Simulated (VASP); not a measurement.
# TaSi2 (C222) in VASP: further runs

The runs below take TaSi2 through single point, with PBE.

Everything below comes from runs of VASP 6.6.1. Logs are shortened: lines on timing, memory, paths and dates and some standing lists are left out, and cuts for length are marked.

### Step 1. The cell of the first run

The structure is orthorhombic, space group C222 (No. 21). Conventional cell: a = 4.806 Å, b = 8.324 Å, c = 12.895 Å, α = 90.00°, β = 90.00°, γ = 90.00°. Within 3.1 Å of Ta (site symmetry 2) lie 10 Si at 2.37 to 2.84 Å and 2 Ta at 3.06 Å. Ta (site symmetry 2) has 10 Si at 2.62 to 2.84 Å and 4 Ta at 3.26 Å within 3.5 Å. Within 3.5 Å of Ta (site symmetry 2) lie 10 Si at 2.62 to 2.84 Å and 4 Ta at 3.26 Å. Within 3.2 Å of Si (site symmetry 1) lie 8 Si at 2.31 to 3.18 Å and 5 Ta at 2.37 to 2.84 Å. Within 3.4 Å of Si (site symmetry 1) lie 9 Si at 2.57 to 3.34 Å and 5 Ta at 2.62 to 2.84 Å. Si (site symmetry 1) has 9 Si at 2.57 to 3.34 Å and 5 Ta at 2.62 to 2.84 Å within 3.4 Å.

### Step 2. Single point, PBE (the distance across one plane changed)

Input file INCAR:

```
SYSTEM = TaSi2
PREC     = Accurate       ! precision mode
ENCUT    = 520            ! plane-wave cutoff, eV
EDIFF    = 1E-7           ! SCF threshold, eV
ISMEAR   = 0              ! smearing method
SIGMA    = 0.15           ! smearing width, eV
LREAL    = Auto         
LASPH    = .TRUE.         ! aspherical terms in the spheres
NELM     = 80             ! most SCF steps
ALGO     = Normal         ! electronic algorithm
ISIF     = 2              ! what is computed and relaxed
LWAVE    = .FALSE.        ! write WAVECAR
LCHARG   = .FALSE.        ! write CHGCAR
GGA      = PE             ! functional
NBANDS   = 72             ! bands
```

Input file KPOINTS:

```
Automatic mesh
0
G
  9 9 3
  0 0 0
```

Input file POSCAR:

```
TaSi2
1.0
   -4.8057071671      0.0000000000      0.0000000000
   -2.4028535835     -4.1618644899      0.0000000000
    0.0000000000      0.0000000000     12.8946946197
Ta Si
6 12
Direct
    0.5000000000      1.0000000000      0.0852891696
    0.5000000000      1.0000000000      0.5969218608
    0.0000000000      0.5000000000      0.2558334000
    0.0000000000      0.5000000000      0.7674660911
    0.5000000000      0.5000000000      0.9380103215
    0.5000000000      0.5000000000      0.4263776304
    0.1589210529      0.6821578943      0.0852891696
    0.1589210529      0.6821578943      0.5969218608
    0.3178421057      0.8410789471      0.2558334000
    0.3178421057      0.8410789471      0.7674660911
    0.1589210529      0.1589210529      0.9380103215
    0.1589210529      0.1589210529      0.4263776304
    0.8410789471      0.3178421057      0.0852891696
    0.8410789471      0.3178421057      0.5969218608
    0.6821578943      0.1589210529      0.2558334000
    0.6821578943      0.1589210529      0.7674660911
    0.8410789471      0.8410789471      0.9380103215
    0.8410789471      0.8410789471      0.4263776304
```

Potentials or basis: VASP PAW PBE potentials, release 64 (Ta_pv, Si).

Started as:

```console
> cat potpaw_PBE.64/Ta_pv/POTCAR potpaw_PBE.64/Si/POTCAR > POTCAR
> mpirun -np 1 vasp_std > vasp.out
```

OUTCAR:

```text
SYSTEM = TaSi2
   PREC = Accurate
   ENCUT = 520
   EDIFF = 1E-7
   ISMEAR = 0
   LREAL = Auto
   LASPH = .TRUE.
   NELM = 80
   ISIF = 2
   GGA = PE

 ion  position               nearest neighbor table
   1  0.500  0.000  0.085-  11 2.37  17 2.37  15 2.62   9 2.62   7 2.74  13 2.74   7 2.74  13 2.74
                            13 2.84   7 2.84   5 3.06   5 3.06   3 3.26   3 3.26
   2  0.500  0.000  0.597-  10 2.62  16 2.62  12 2.62  18 2.62   8 2.74  14 2.74   8 2.74  14 2.74
                            14 2.84   8 2.84   4 3.26   4 3.26   6 3.26   6 3.26
   3  0.000  0.500  0.256-  12 2.62  18 2.62  13 2.62   7 2.62  15 2.74   9 2.74  15 2.74   9 2.74
                            15 2.84   9 2.84   6 3.26   6 3.26   1 3.26   1 3.26
   4  0.000  0.500  0.767-   8 2.62  14 2.62  11 2.62  17 2.62  16 2.74  10 2.74  16 2.74  10 2.74
                            16 2.84  10 2.84   2 3.26   2 3.26   5 3.26   5 3.26
   5  0.500  0.500  0.938-   7 2.37  13 2.37  10 2.62  16 2.62  11 2.74  17 2.74  17 2.74  11 2.74
                            11 2.84  17 2.84   1 3.06   1 3.06   4 3.26   4 3.26
   6  0.500  0.500  0.426-   8 2.62  14 2.62   9 2.62  15 2.62  12 2.74  18 2.74  18 2.74  12 2.74
                            12 2.84  18 2.84   3 3.26   3 3.26   2 3.26   2 3.26
   7  0.159  0.682  0.085-  17 2.31   5 2.37   9 2.57   3 2.62  13 2.65   1 2.74   1 2.74   1 2.84
                            13 2.84  13 2.84  11 2.98
   8  0.159  0.682  0.597-  10 2.57  18 2.57   4 2.62   6 2.62  14 2.65   2 2.74   2 2.74   2 2.84
                            14 2.84  14 2.84
   9  0.318  0.841  0.256-   7 2.57  12 2.57   6 2.62   1 2.62  15 2.65   3 2.74   3 2.74   3 2.84
[... 5 lines left out ...]
  12  0.159  0.159  0.426-  14 2.57   9 2.57   2 2.62   3 2.62  18 2.65   6 2.74   6 2.74   6 2.84
                            18 2.84  18 2.84
  13  0.841  0.318  0.085-  11 2.31   5 2.37  15 2.57   3 2.62   7 2.65   1 2.74   1 2.74   1 2.84
                             7 2.84   7 2.84  17 2.98
  14  0.841  0.318  0.597-  16 2.57  12 2.57   4 2.62   6 2.62   8 2.65   2 2.74   2 2.74   2 2.84
                             8 2.84   8 2.84
  15  0.682  0.159  0.256-  13 2.57  18 2.57   6 2.62   1 2.62   9 2.65   3 2.74   3 2.74   3 2.84
                             9 2.84   9 2.84
  16  0.682  0.159  0.767-  14 2.57  17 2.57   2 2.62   5 2.62  10 2.65   4 2.74   4 2.74   4 2.84
                            10 2.84  10 2.84
  17  0.841  0.841  0.938-   7 2.31   1 2.37  16 2.57   4 2.62  11 2.65   5 2.74   5 2.74   5 2.84
                            11 2.84  11 2.84  13 2.98
  18  0.841  0.841  0.426-   8 2.57  15 2.57   2 2.62   3 2.62  12 2.65   6 2.74   6 2.74   6 2.84
                            12 2.84  12 2.84

  LATTYP: Found a hexagonal cell.
 ALAT       =     4.8057071671
 C/A-ratio  =     2.6832044008

  Lattice vectors:

 A1 = (   2.4028535835,   4.1618644899,   0.0000000000)
 A2 = (  -4.8057071671,   0.0000000000,   0.0000000000)
 A3 = (   0.0000000000,   0.0000000000,  12.8946946197)

Analysis of symmetry for initial positions (statically):
=====================================================================
[... 174 lines left out ...]
   EFERMI_NEDOS =   21; number of points for ismear=-14 and -15
   IALGO  =     38    algorithm
   IMIX   =      4    mixing-type and parameters
     AMIX     =   0.40;   BMIX     =  1.00
     AMIX_MAG =   1.60;   BMIX_MAG =  1.00
  volume/ion in A,a.u.               =      14.33        96.69
  Fermi-wavevector in a.u.,A,eV,Ry     =   1.247071  2.356622 21.159575  1.555185
  Thomas-Fermi vector in A             =   2.381219
   LORBIT       =      0    0 simple, 1 ext, 2 COOP (PROOUT), +10 PAW based schemes
   GGA     = PE    functional components
   LHFCALC =     F    Hartree Fock is set to
   AEXX    =    0.0000 exact exchange contribution
   IVDW    =     0    specifies the selected vdW correction
   LEPSILON=     F    determine dielectric tensor
   LRPA    =     F    only Hartree local field effects (RPA)
 non-spin polarized calculation
 Gauss-broadening in eV      SIGMA  =   0.15
  energy-cutoff  :      520.00
  volume of cell :      257.90
 maximum number of plane-waves:      6975
   NGX = 17   NGY = 17   NGZ = 47

 number of electron     114.0000014 magnetization

 Free energy of the ion-electron system (eV)
  ---------------------------------------------------
  ext. energy  EPLUGINS =         0.00000000
  ---------------------------------------------------
  free energy    TOTEN  =      -143.17468822 eV

  energy without entropy =     -143.09406159  energy(sigma->0) =     -143.13437490

 E-fermi :   9.4578     XC(G=0): -12.1109

 val. band max:        9.4565824851   @ k =   0.3333   0.4444   0.3333
 cond. band min:       9.4586377392   @ k =   0.0000   0.0000   0.3333
 fundamental gap:      0.0020552541
 Fermi energy:         9.4577662336

 k-point     1 :       0.0000    0.0000    0.0000
  band No.  band energies     occupation
      1     -24.9592      2.00000
      2     -24.9214      2.00000
      3     -24.8925      2.00000
      4     -24.8703      2.00000
      5     -24.8687      2.00000
      6     -24.8521      2.00000
[... 1717 lines left out ...]
     68      11.9500      0.00000
     69      12.0643      0.00000

 [... further k-points ...]

 [bands above 69 left out]

------------------------ aborting loop because EDIFF is reached ----------------------------------------

  FORCE on cell =-STRESS in cart. coord.  units (eV):
  Direction    XX          YY          ZZ          XY          YZ          ZX
  --------------------------------------------------------------------------------------
  -------------------------------------------------------------------------------------
  Total        7.1144184      3.7426768     24.0565030     -2.9200139      0.0000000      0.0000000
  in kB       44.1970912     23.2507308    149.4468545    -18.1400802      0.0000000      0.0000000
  external PRESSURE =      72.2982255 kB  Pullay stress =       0.0000000 kB

 VOLUME and BASIS-vectors are now :
 -----------------------------------------------------------------------------
  energy-cutoff  :      520.00
  volume of cell :      257.90
      direct lattice vectors                 reciprocal lattice vectors
    -4.805707167  0.000000000  0.000000000    -0.208085921  0.120138462  0.000000000
    -2.402853583 -4.161864490  0.000000000     0.000000000 -0.240276925  0.000000000
     0.000000000  0.000000000 12.894694620     0.000000000  0.000000000  0.077551274

 POSITION                                       TOTAL-FORCE (eV/Angst)
 -----------------------------------------------------------------------------------
     -2.40285      0.00000      1.09978        -0.000000     -0.000000      4.167355
     -2.40285      0.00000      7.69713        -0.000000     -0.000000     -0.124455
     -1.20143     -2.08093      3.29889        -0.000000     -0.000000      0.328817
     -1.20143     -2.08093      9.89624        -0.000000     -0.000000     -0.328817
     -3.60428     -2.08093     12.09536        -0.000000     -0.000000     -4.167355
     -3.60428     -2.08093      5.49801        -0.000000     -0.000000      0.124455
[... 10 lines left out ...]
     -6.06297     -3.50046     12.09536        -0.476268      0.372107     -2.877504
     -6.06297     -3.50046      5.49801        -0.011348      0.021614     -0.012108
 -----------------------------------------------------------------------------------
    total drift:                               -0.000000      0.000000     -0.000019

  FREE ENERGIE OF THE ION-ELECTRON SYSTEM (eV)
  ---------------------------------------------------
  free  energy   TOTEN  =      -143.1746882168 eV

  energy  without entropy=     -143.0940615868  energy(sigma->0) =     -143.13437490
```

It took 13 min on 1 thread of Intel Xeon 6975P-C (Granite Rapids), shared host; peak memory 0.69 GiB.

What came out:

```yaml
Free_energy: -143.1747 eV
Pressure: 7.2 GPa
Largest_force: 4.167 eV/Å
Band_gap_on_the_k_mesh: zero (bands 57 and 58 overlap by 0.56 eV)
```

Forces in eV/Å, atoms in the order of the input:
```
Ta   0.000  0.000  4.167
Ta   0.000  0.000 -0.124
Ta   0.000  0.000  0.329
Ta   0.000  0.000 -0.329
Ta   0.000  0.000 -4.167
Ta   0.000  0.000  0.124
Si   0.560 -0.226  2.878
Si   0.024  0.001  0.012
Si   0.081  0.058  0.162
Si  -0.009 -0.099 -0.162
Si   0.476 -0.372 -2.878
Si   0.011 -0.022 -0.012
Si  -0.560  0.226  2.878
Si  -0.024 -0.001  0.012
Si  -0.081 -0.058  0.162
Si   0.009  0.099 -0.162
Si  -0.476  0.372 -2.878
Si  -0.011  0.022 -0.012
```

Levels at points of the mesh, in eV from the Fermi level:
```csv
k point,band 53,band 54,band 55,band 56,band 57,band 58,band 59,band 60,band 61,band 62
"(0.00, 0.00, 0.00)",-2.17,-2.07,-1.84,-1.84,-1.50,0.80,1.31,1.37,2.48,2.72
```

Caveat: the cell differs from its parent crystal (the distance across one plane changed); the cell stands under pressure; spin-orbit coupling is left out, which moves the levels of the heavy elements; forces of over 1 eV/Å act on the atoms, so gaps and moduli don't describe the material at rest.

### Step 3. Single point, PBE (the distance across one plane changed)

Input file INCAR:

```
SYSTEM = TaSi2
ALGO = Normal ; EDIFF = 1E-6
ENCUT = 520 ; GGA = PE
ISIF = 2 ; ISMEAR = 0
LASPH = .True. ; LCHARG = .False.
LREAL = Auto ; LWAVE = .False.
NBANDS = 72 ; NELM = 60
PREC = Accurate ; SIGMA = 0.15
```

Input file KPOINTS:

```
k-points
0
Gamma
  9 9 3
  0 0 0
```

Input file POSCAR:

```
TaSi2
1.0
   -4.8057071671      0.0000000000      0.0000000000
   -2.4028535835     -4.1618644899      0.0000000000
    0.0000000000      0.0000000000     15.1946946197
Ta Si
6 12
Direct
    0.5000000000      1.0000000000      0.0723790655
    0.5000000000      1.0000000000      0.5065666207
    0.0000000000      0.5000000000      0.2171082505
    0.0000000000      0.5000000000      0.6512958058
    0.5000000000      0.5000000000      0.7960249909
    0.5000000000      0.5000000000      0.3618374356
    0.1589210529      0.6821578943      0.0723790655
    0.1589210529      0.6821578943      0.5065666207
    0.3178421057      0.8410789471      0.2171082505
    0.3178421057      0.8410789471      0.6512958058
    0.1589210529      0.1589210529      0.7960249909
    0.1589210529      0.1589210529      0.3618374356
    0.8410789471      0.3178421057      0.0723790655
    0.8410789471      0.3178421057      0.5065666207
    0.6821578943      0.1589210529      0.2171082505
    0.6821578943      0.1589210529      0.6512958058
    0.8410789471      0.8410789471      0.7960249909
    0.8410789471      0.8410789471      0.3618374356
```

Potentials or basis: VASP PAW PBE potentials, release 64 (Ta_pv, Si).

Started as:

```console
> cat potpaw_PBE.64/Ta_pv/POTCAR potpaw_PBE.64/Si/POTCAR > POTCAR
> mpirun -np 1 vasp_std > vasp.out
```

Run time: 22 min. Hardware: 1 thread of Intel Xeon 6975P-C (Granite Rapids), shared host; peak memory 0.8 GiB.

Results (log left out):

| Property | Result |
| --- | --- |
| Free energy | -138.8291 eV |
| Pressure | -3.3 GPa |
| Largest force | 0.744 eV/Å |
| Band gap on the k mesh | zero (bands 57 and 58 overlap by 0.32 eV) |

Forces on the atoms (eV/Å):
```
Ta   0.000  0.000  0.715
Ta   0.000  0.000 -0.018
Ta   0.000  0.000  0.481
Ta   0.000  0.000 -0.481
Ta   0.000  0.000 -0.715
Ta   0.000  0.000  0.018
Si  -0.202  0.293 -0.653
Si  -0.046  0.046  0.043
Si  -0.152 -0.180 -0.336
Si   0.080  0.221  0.336
Si  -0.355  0.029  0.653
Si  -0.063  0.017 -0.043
Si   0.202 -0.293 -0.653
Si   0.046 -0.046  0.043
Si   0.152  0.180 -0.336
Si  -0.080 -0.221  0.336
Si   0.355 -0.029  0.653
Si   0.063 -0.017 -0.043
```

Stress tensor (GPa, compression positive):
```
-4.24  0.21  0.00
 0.21 -4.00  0.00
 0.00  0.00 -1.70
```

Levels at points of the mesh, in eV from the Fermi level:
| k point | band 54 | band 55 | band 56 | band 57 | band 58 | band 59 | band 60 | band 61 |
| --- | --- | --- | --- | --- | --- | --- | --- | --- |
| (0.00, 0.00, 0.00) | -1.54 | -0.11 | -0.11 | 0.04 | 0.09 | 0.42 | 0.70 | 0.80 |

Caveat: the cell differs from its parent crystal (the distance across one plane changed); the cell stands under tension; spin-orbit coupling is left out, which moves the levels of the heavy elements.
